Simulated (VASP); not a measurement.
# Zn12H (a cell with a defect) in VASP: notebook

Zn12H (a cell with a defect) is run at these levels: PBE; tasks: single point.

All numbers are computed with VASP 6.6.1; they aren't measurements. Logs are shortened: lines on timing, memory, paths and dates and some standing lists are left out, and cuts for length are marked.

### 1 The cell of the first run

The cell holds a defect, 13 atoms: a = 5.320 Å, b = 7.980 Å, c = 4.937 Å, α = 90.00°, β = 90.00°, γ = 120.00°.

### 2 Single point, PBE

Contents of INCAR:

```
  PREC = Accurate
  ENCUT = 520
  EDIFF = 1E-6
  ISMEAR = 0
  SIGMA = 0.15
  LREAL = F
  LASPH = T
  NELM = 80
  ALGO = Normal
  ISIF = 2
  LWAVE = F
  LCHARG = F
  GGA = PE
  NBANDS = 84
```

Contents of KPOINTS:

```
regular mesh
0
Gamma
  4 3 3
```

Contents of POSCAR:

```
Zn12H
1.0
    5.3200000000      0.0000000000      0.0000000000
   -3.9900000000      6.9108830000      0.0000000000
    0.0000000000      0.0000000000      4.9369600000
Zn H
12 1
Direct
    0.0118969043     -0.0077871489     -0.0134451083
    0.1794313166      0.2137708479      0.4995841729
    0.0360776190      0.3362395234      0.0217549193
    0.1840213153      0.5515414226      0.4932060214
    0.0084065577      0.6565350337     -0.0243080644
    0.1749360355      0.8793748725      0.4908464813
    0.4960271098     -0.0277804199      0.0197324528
    0.6782834346      0.2150643430      0.4680907225
    0.5037670291      0.3320911691     -0.0054190406
    0.6800446694      0.5489164538      0.4833245856
    0.5195480974      0.6627104409     -0.0168981830
    0.6797956216      0.8796688022      0.4971410891
    0.6839463896      0.2073284597      0.8466703513
```

Potentials or basis: VASP PAW PBE potentials, release 64 (Zn, H).

Run with:

```
$ cat potpaw_PBE.64/Zn/POTCAR potpaw_PBE.64/H/POTCAR > POTCAR
$ mpirun -np 1 vasp_std > vasp.out
```

OUTCAR:

```text
PREC = Accurate
   ENCUT = 520
   EDIFF = 1E-6
   ISMEAR = 0
   LREAL = F
   LASPH = T
   NELM = 80
   ISIF = 2
   GGA = PE

 ion  position               nearest neighbor table
   1  0.012  0.992  0.987-  11 2.62   7 2.66   9 2.67   5 2.67   7 2.67   3 2.69   2 2.85  12 2.86
                             6 2.89   6 2.92  12 2.95   2 2.96
   2  0.179  0.214  0.500-   8 2.65   6 2.66  12 2.66  10 2.67   8 2.68   4 2.68   3 2.80   1 2.85
                             9 2.87   9 2.91   1 2.96   3 2.99
   3  0.036  0.336  0.022-  13 1.84   9 2.51  11 2.60   5 2.64   1 2.69   8 2.75   4 2.76   2 2.80
                             9 2.82   7 2.89   2 2.99   4 3.00
   4  0.184  0.552  0.493-  12 2.63   6 2.64  10 2.65  10 2.67   2 2.68   8 2.69   3 2.76   5 2.83
                            11 2.87  11 2.95   5 2.98   3 3.00
   5  0.008  0.657  0.976-   7 2.57  11 2.63   9 2.64   3 2.64   1 2.67  11 2.70   4 2.83   6 2.85
                            10 2.86  10 2.93   6 2.97   4 2.98
   6  0.175  0.879  0.491-  10 2.64  12 2.64   4 2.64   2 2.66   8 2.68  12 2.68   7 2.76   5 2.85
                             1 2.89   1 2.92   5 2.97   7 3.00
   7  0.496  0.972  0.020-  13 1.84  11 2.54   5 2.57   1 2.66   1 2.67   6 2.76   8 2.78  12 2.79
                             9 2.85   3 2.89  12 2.98   6 3.00
   8  0.678  0.215  0.468-  13 1.87   2 2.65  10 2.66   2 2.68   6 2.68  12 2.68   4 2.69   3 2.75
                             7 2.78   9 2.84
   9  0.504  0.332  0.995-  13 1.84   3 2.51  11 2.60   5 2.64   1 2.67   3 2.82   8 2.84  10 2.84
                             7 2.85   2 2.87   2 2.91  10 2.94
  10  0.680  0.549  0.483-   6 2.64  12 2.64   4 2.65   8 2.66   2 2.67   4 2.67   9 2.84   5 2.86
                            11 2.90  11 2.90   5 2.93   9 2.94
  11  0.520  0.663  0.983-   7 2.54   3 2.60   9 2.60   1 2.62   5 2.63   5 2.70  12 2.83   4 2.87
                            10 2.90  10 2.90  12 2.95   4 2.95
  12  0.680  0.880  0.497-   4 2.63   6 2.64  10 2.64   2 2.66   8 2.68   6 2.68   7 2.79  11 2.83
                             1 2.86  11 2.95   1 2.95   7 2.98
  13  0.684  0.207  0.847-   7 1.84   3 1.84   9 1.84   8 1.87

  LATTYP: Found a simple monoclinic cell.
 ALAT       =     5.3200000000
 B/A-ratio  =     0.9280000000
 C/A-ratio  =     1.3228757068
 COS(beta)  =    -0.1889822292

  Lattice vectors:

 A1 = (   5.3200000000,   0.0000000000,   0.0000000000)
 A2 = (   0.0000000000,   0.0000000000,   4.9369600000)
 A3 = (  -1.3300000000,  -6.9108830000,   0.0000000000)

Analysis of symmetry for initial positions (statically):
=====================================================================
 Subroutine PRICEL returns:
 Original cell was already a primitive cell.

 Routine SETGRP: Setting up the symmetry group for a
 simple monoclinic supercell.

 Subroutine GETGRP returns: Found  1 space group operations
 (whereof  1 operations were pure point group operations)
 out of a pool of  4 trial point group operations.

The static configuration has the point symmetry C_1 .

Analysis of symmetry for dynamics (positions and initial velocities):
=====================================================================
 Subroutine PRICEL returns:
 Original cell was already a primitive cell.

 Routine SETGRP: Setting up the symmetry group for a
 simple monoclinic supercell.

 Subroutine GETGRP returns: Found  1 space group operations
 (whereof  1 operations were pure point group operations)
 out of a pool of  4 trial point group operations.

The dynamic configuration has the point symmetry C_1 .

 Subroutine INISYM returns: Found  1 space group operations
 (whereof  1 operations are pure point group operations),
 and found     1 'primitive' translations

----------------------------------------------------------------------------------------

                                     Primitive cell

  volume of cell :     181.5118

  direct lattice vectors                    reciprocal lattice vectors
     5.320000000  0.000000000  0.000000000     0.187969925  0.108524482  0.000000000
    -3.990000000  6.910883000  0.000000000     0.000000000  0.144699310  0.000000000
     0.000000000  0.000000000  4.936960000     0.000000000  0.000000000  0.202553798

  length of vectors
     5.320000000  7.980000241  4.936960000     0.217048971  0.144699310  0.202553798

[... 43 lines left out ...]
     0.000000000  0.048233103  0.000000000     0.000000000  0.333333333  0.000000000
     0.000000000  0.000000000  0.067517933     0.000000000  0.000000000  0.333333333

  Length of vectors
     0.054262243  0.048233103  0.067517933

  Shift w.r.t. Gamma in fractional coordinates (k-lattice)
     0.000000000  0.000000000  0.000000000

 Subroutine IBZKPT returns following result:
 ===========================================

 Found     19 irreducible k-points:

 Following reciprocal coordinates:
            Coordinates               Weight
  0.000000  0.000000  0.000000      1.000000
  0.250000  0.000000  0.000000      2.000000
  0.500000  0.000000  0.000000      1.000000
  0.000000  0.333333  0.000000      2.000000
  0.250000  0.333333  0.000000      2.000000
  0.500000  0.333333  0.000000      2.000000
[... 11 lines left out ...]
 -0.250000  0.333333  0.333333      2.000000
  0.250000 -0.333333  0.333333      2.000000
   k-points           NKPTS =     19   k-points in BZ     NKDIM =     19   number of bands    NBANDS=     84
   number of dos      NEDOS =    301   number of ions     NIONS =     13
   total plane-waves  NPLWV =  96000
   dimension x,y,z NGX =    40 NGY =   60 NGZ =   40
   dimension x,y,z NGXF=    80 NGYF=  120 NGZF=   80
   ions per type =              12   1
   NGX,Y,Z   is equivalent  to a cutoff of  12.50, 12.50, 13.47 a.u.
   NGXF,Y,Z  is equivalent  to a cutoff of  25.00, 25.00, 26.94 a.u.
 SYSTEM =  unknown system
   PREC   = accura    normal or accurate (medium, high low for compatibility)
   ISTART =      0    job   : 0-new  1-cont  2-samecut
   ICHARG =      2    charge: 1-file 2-atom 10-const
   ISPIN  =      1    spin polarized calculation?
   LNONCOLLINEAR =      F non collinear calculations
   LSORBIT =      F    spin-orbit coupling
   LASPH  =      T    aspherical Exc in radial PAW
   ENCUT  =  520.0 eV  38.22 Ry    6.18 a.u.   9.89 14.84  9.18*2*pi/ulx,y,z
   NELM   =     80;   NELMIN=  2; NELMDL= -5     # of ELM steps
   EDIFF  = 0.1E-05   stopping-criterion for ELM
   LREAL  =      F    real-space projection
   EDIFFG = 0.1E-04   stopping-criterion for IOM
   NSW    =      0    number of steps for IOM
   IBRION =     -1    ionic relax: 0-MD 1-quasi-New 2-CG
   NFREE  =      0    steps in history (QN), initial steepest desc. (CG)
   ISIF   =      2    stress and relaxation
   ISYM   =      2    0-nonsym 1-usesym 2-fastsym
   POTIM  = 0.5000    time-step for ionic-motion
   TEBEG  =    0.0;   TEEND  =   0.0 temperature during run
   PSTRESS=    0.0 pullay stress
   NELECT =     145.0000    total number of electrons
   NUPDOWN=      -1.0000    fix difference up-down
   EMIN   =  10.00;   EMAX   =-10.00  energy-range for DOS
   EFERMI =   0.00;   METHOD = LEGACY
   ISMEAR =     0;   SIGMA  =   0.15  broadening in eV -4-tet -1-fermi 0-gaus
   EFERMI_NEDOS =   21; number of points for ismear=-14 and -15
   IALGO  =     38    algorithm
   IMIX   =      4    mixing-type and parameters
     AMIX     =   0.40;   BMIX     =  1.00
     AMIX_MAG =   1.60;   BMIX_MAG =  1.00
  volume/ion in A,a.u.               =      13.96        94.22
  Fermi-wavevector in a.u.,A,eV,Ry     =   1.519017  2.870525 31.394246  2.307412
  Thomas-Fermi vector in A             =   2.628059
   LORBIT       =      0    0 simple, 1 ext, 2 COOP (PROOUT), +10 PAW based schemes
   GGA     = PE    functional components
   LHFCALC =     F    Hartree Fock is set to
   AEXX    =    0.0000 exact exchange contribution
   IVDW    =     0    specifies the selected vdW correction
   LEPSILON=     F    determine dielectric tensor
   LRPA    =     F    only Hartree local field effects (RPA)
 non-spin polarized calculation
 Gauss-broadening in eV      SIGMA  =   0.15
  energy-cutoff  :      520.00
  volume of cell :      181.51
 maximum number of plane-waves:      4902
   NGX = 19   NGY = 29   NGZ = 19

 number of electron     144.9999997 magnetization

 Free energy of the ion-electron system (eV)
  ---------------------------------------------------
  ext. energy  EPLUGINS =         0.00000000
  ---------------------------------------------------
  free energy    TOTEN  =       -15.70284794 eV

  energy without entropy =      -15.65912177  energy(sigma->0) =      -15.68098486

 E-fermi :   3.3907     XC(G=0): -11.6440

 val. band max:        3.3685204196   @ k =   0.0000   0.3333   0.3333
 cond. band min:       3.4176733505   @ k =  -0.2500  -0.0000   0.3333
 fundamental gap:      0.0491529309
 Fermi energy:         3.3906783348

 k-point     1 :       0.0000    0.0000    0.0000
  band No.  band energies     occupation
      1      -7.6535      2.00000
      2      -5.8995      2.00000
      3      -5.3796      2.00000
      4      -5.2611      2.00000
      5      -5.1804      2.00000
      6      -5.1479      2.00000
[... 1642 lines left out ...]
     83       8.9674      0.00000
     84       9.2622      0.00000

------------------------ aborting loop because EDIFF is reached ----------------------------------------

  FORCE on cell =-STRESS in cart. coord.  units (eV):
  Direction    XX          YY          ZZ          XY          YZ          ZX
  --------------------------------------------------------------------------------------
  -------------------------------------------------------------------------------------
  Total        5.0994790      1.8734211      3.3289058     -0.9519619      0.1286608     -0.3024496
  in kB       45.0123419     16.5364095     29.3837560     -8.4028258      1.1356696     -2.6696779
  external PRESSURE =      30.3108358 kB  Pullay stress =       0.0000000 kB

 VOLUME and BASIS-vectors are now :
 -----------------------------------------------------------------------------
  energy-cutoff  :      520.00
  volume of cell :      181.51
      direct lattice vectors                 reciprocal lattice vectors
     5.320000000  0.000000000  0.000000000     0.187969925  0.108524482  0.000000000
    -3.990000000  6.910883000  0.000000000     0.000000000  0.144699310  0.000000000
     0.000000000  0.000000000  4.936960000     0.000000000  0.000000000  0.202553798

 POSITION                                       TOTAL-FORCE (eV/Angst)
 -----------------------------------------------------------------------------------
     -3.89564      6.85707      4.87058         0.013139     -0.002462     -0.011525
      0.10163      1.47735      2.46643         0.009364     -0.002621      0.005269
     -1.14966      2.32371      0.10740        -0.023287      0.014534      0.006034
     -1.22166      3.81164      2.43494        -0.000549     -0.006533      0.007834
     -2.57485      4.53724      4.81695        -0.016153     -0.001943     -0.000962
     -2.57805      6.07726      2.42329         0.029211     -0.010729      0.014087
     -1.24029      6.71890      0.09742        -0.020120     -0.011032     -0.000110
      2.75036      1.48628      2.31095        -0.001171     -0.004472     -0.033985
      1.35500      2.29504      4.91021         0.017635     -0.002015      0.000901
      1.42766      3.79350      2.38615         0.003787     -0.007375      0.005328
      0.11978      4.57991      4.85353        -0.006405      0.013344      0.004531
      0.10663      6.07929      2.45437         0.005989      0.013564     -0.007238
      2.81135      1.43282      4.17998        -0.011441      0.007742      0.009837
 -----------------------------------------------------------------------------------
    total drift:                               -0.000798      0.000202      0.002764

  FREE ENERGIE OF THE ION-ELECTRON SYSTEM (eV)
  ---------------------------------------------------
  free  energy   TOTEN  =       -15.7028479419 eV

  energy  without entropy=      -15.6591217691  energy(sigma->0) =      -15.68098486
```

It took 8 min on 1 thread of Intel Xeon 8259CL, shared host; peak memory 0.41 GiB.

What came out:

```
Free energy            : -15.7028 eV
Pressure               : 3.0 GPa
Largest force          : 0.034 eV/Å
Band gap on the k mesh : zero (an odd number of electrons rules out a gap without spin polarisation)
```

Forces in eV/Å, atoms in the order of the input:
```
Zn   0.013 -0.002 -0.012
Zn   0.009 -0.003  0.005
Zn  -0.023  0.015  0.006
Zn  -0.001 -0.007  0.008
Zn  -0.016 -0.002 -0.001
Zn   0.029 -0.011  0.014
Zn  -0.020 -0.011  0.000
Zn  -0.001 -0.004 -0.034
Zn   0.018 -0.002  0.001
Zn   0.004 -0.007  0.005
Zn  -0.006  0.013  0.005
Zn   0.006  0.014 -0.007
H   -0.011  0.008  0.010
```

Caveat: the k points lie up to 0.42 Å⁻¹ apart, too coarse for converged energies and pressures of a metal.

### 3 Single point, PBE

Contents of INCAR:

```
SYSTEM = Zn12H
ALGO = Normal ; EDIFF = 1E-7
ENCUT = 520 ; GGA = PE
ISIF = 2 ; ISMEAR = 0
LASPH = .TRUE. ; LCHARG = .FALSE.
LREAL = .FALSE. ; LWAVE = .FALSE.
NBANDS = 84 ; NELM = 100
PREC = Accurate ; SIGMA = 0.15
```

Contents of KPOINTS:

```
k-points
0
G
  4 3 3
  0 0 0
```

Contents of POSCAR:

```
Zn12H
1.0
    5.3200000000      0.0000000000      0.0000000000
   -3.9900000000      6.9108830000      0.0000000000
    0.0000000000      0.0000000000      4.9369600000
Zn H
12 1
Direct
   -0.0106587911      0.0082224134     -0.0333421405
    0.1736533200      0.2506599748      0.5175331014
   -0.0137919505      0.3428128057     -0.0059944397
    0.1483438850      0.5589958307      0.4840677531
   -0.0126885535      0.6741543288     -0.0176879328
    0.1645433366      0.8902569208      0.4911212065
    0.4876059478      0.0093593996     -0.0027212543
    0.6560596055      0.2298262274      0.4836086762
    0.4910462625      0.3441465561     -0.0078465580
    0.6610632037      0.5661323797      0.4760128155
    0.4832420045      0.6716102135     -0.0043709419
    0.6318495501      0.8850582968      0.5231302495
    0.9830889497      0.0148148127      1.3483301549
```

Potentials or basis: VASP PAW PBE potentials, release 64 (Zn, H).

Run with:

```
$ cat potpaw_PBE.64/Zn/POTCAR potpaw_PBE.64/H/POTCAR > POTCAR
$ mpirun -np 1 vasp_std > vasp.out
```

OUTCAR:

```text
SYSTEM = Zn12H
   EDIFF = 1E-7
   ENCUT = 520
   GGA = PE
   ISIF = 2
   ISMEAR = 0
   LASPH = .TRUE.
   LREAL = .FALSE.
   NELM = 100
   PREC = Accurate

 ion  position               nearest neighbor table
   1  0.989  0.008  0.967-  13 1.89   7 2.65   5 2.66   9 2.68   7 2.68   3 2.68  11 2.69  12 2.74
                             2 2.78   6 2.85
   2  0.174  0.251  0.518-  13 1.83   4 2.54  10 2.56   8 2.66   8 2.68   9 2.76   1 2.78   3 2.79
                             6 2.86  12 2.90   9 2.98   3 2.99
   3  0.986  0.343  0.994-  11 2.63   9 2.64   5 2.64   7 2.66   9 2.68   1 2.68   2 2.79   4 2.84
                             8 2.86   4 2.93   8 2.94   2 2.99
   4  0.148  0.559  0.484-   2 2.54  12 2.59   6 2.60  10 2.62   8 2.62  10 2.70   3 2.84  11 2.86
                             5 2.90   5 2.92   3 2.93  11 2.96
   5  0.987  0.674  0.982-   9 2.64   3 2.64  11 2.65   1 2.66   7 2.67  11 2.67   6 2.85  10 2.86
                             4 2.90   4 2.92  10 2.92   6 2.92
   6  0.165  0.890  0.491-  13 1.84  12 2.51   4 2.60  10 2.63   8 2.66  12 2.82   5 2.85   1 2.85
[... 1877 lines left out ...]
------------------------ aborting loop because EDIFF is reached ----------------------------------------

  FORCE on cell =-STRESS in cart. coord.  units (eV):
  Direction    XX          YY          ZZ          XY          YZ          ZX
  --------------------------------------------------------------------------------------
  -------------------------------------------------------------------------------------
  Total        5.0914931      1.8725463      3.2551407     -1.0460171     -0.1213136      0.3094200
  in kB       44.9418511     16.5286872     28.7326427     -9.2330369     -1.0708175      2.7312042
  external PRESSURE =      30.0677270 kB  Pullay stress =       0.0000000 kB

 VOLUME and BASIS-vectors are now :
 -----------------------------------------------------------------------------
  energy-cutoff  :      520.00
  volume of cell :      181.51
      direct lattice vectors                 reciprocal lattice vectors
     5.320000000  0.000000000  0.000000000     0.187969925  0.108524482  0.000000000
    -3.990000000  6.910883000  0.000000000     0.000000000  0.144699310  0.000000000
     0.000000000  0.000000000  4.936960000     0.000000000  0.000000000  0.202553798

 POSITION                                       TOTAL-FORCE (eV/Angst)
 -----------------------------------------------------------------------------------
      5.23049      0.05682      4.77235         0.002904      0.000663     -0.003817
     -0.07630      1.73228      2.55504         0.005080      0.000761      0.001013
      3.87880      2.36914      4.90737        -0.004039     -0.000622     -0.000382
     -1.44120      3.86315      2.38982         0.002095     -0.000723     -0.000407
      2.56262      4.65900      4.84964        -0.001201      0.004081      0.004808
     -2.67675      6.15246      2.42465         0.007609      0.000376      0.004984
      2.55672      0.06468      4.92353        -0.005741      0.003109      0.002308
      2.57323      1.58830      2.38756        -0.000185     -0.002681      0.000235
      1.23922      2.37836      4.89822         0.000030     -0.004253     -0.000908
      1.25799      3.91247      2.35006         0.002971     -0.005143      0.002667
     -0.10888      4.64142      4.91538        -0.003082      0.004942      0.000963
     -0.16994      6.11653      2.58267        -0.006242     -0.001326     -0.000703
      5.17092      0.10238      1.71969        -0.000197      0.000816     -0.010762
 -----------------------------------------------------------------------------------
    total drift:                               -0.000353     -0.000078      0.001005

  FREE ENERGIE OF THE ION-ELECTRON SYSTEM (eV)
  ---------------------------------------------------
  free  energy   TOTEN  =       -15.7038372503 eV

  energy  without entropy=      -15.6607101091  energy(sigma->0) =      -15.68227368
```

Wall time 8.4 min (1 thread of Intel Xeon 8259CL, shared host); peak memory 0.41 GiB.

Results:

```yaml
Free_energy: -15.7038 eV
Pressure: 3.0 GPa
Largest_force: 0.011 eV/Å
Band_gap_on_the_k_mesh: zero (an odd number of electrons rules out a gap without spin polarisation)
```

Forces on the atoms (eV/Å):
```
Zn   0.003  0.001 -0.004
Zn   0.005  0.001  0.001
Zn  -0.004 -0.001  0.000
Zn   0.002 -0.001  0.000
Zn  -0.001  0.004  0.005
Zn   0.008  0.000  0.005
Zn  -0.006  0.003  0.002
Zn   0.000 -0.003  0.000
Zn   0.000 -0.004 -0.001
Zn   0.003 -0.005  0.003
Zn  -0.003  0.005  0.001
Zn  -0.006 -0.001 -0.001
H    0.000  0.001 -0.011
```

Levels at points of the mesh, in eV from the Fermi level:
| k point | band 69 | band 70 | band 71 | band 72 | band 73 | band 74 | band 75 | band 76 |
| --- | --- | --- | --- | --- | --- | --- | --- | --- |
| (0.00, 0.00, 0.00) | -2.61 | -1.34 | -0.98 | -0.44 | 0.08 | 0.27 | 0.38 | 1.55 |
| (0.50, 0.00, 0.00) | -1.88 | -1.51 | -1.41 | -1.39 | -0.74 | -0.56 | -0.15 | -0.05 |

Caveat: the k points lie up to 0.42 Å⁻¹ apart, too coarse for converged energies and pressures of a metal.
